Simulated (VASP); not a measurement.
Runs of VASP 6.6.1 on W. The structure is that of space group I4/mmm (No. 139), or close to it. The cells are those of the table. 

```csv
cell,gap on the mesh (eV),pressure (GPa)
"a = 2.661 Å, angles 112.9, 112.9, 102.7°, 1 atom",none,(a)
"a = 2.695 Å, angles 107.3, 107.3, 113.9°, 1 atom",none,27.9
"a = 2.882 Å, angles 106.5, 106.5, 115.7°, 1 atom",none,-26.7
"a = 2.621 Å, angles 111.8, 111.8, 104.9°, 1 atom",none,68.4
```

Alike in all rows: task single point; level PBE; potentials or basis VASP PAW PBE potentials, release 64 (W_sv); no spin polarisation; k mesh 20 × 20 × 20; cutoff (eV) 520; smearing gaussian 0.15 eV.

Problem. Estimate the missing entries.

Solution. (a) 49.0.

Caveats: spin-orbit coupling is left out, which moves the levels of the heavy elements.

A k mesh can miss the band edges, and the runs leave out spin-orbit coupling on W.

A gap of «none» marks levels without a gap at the run's occupations.
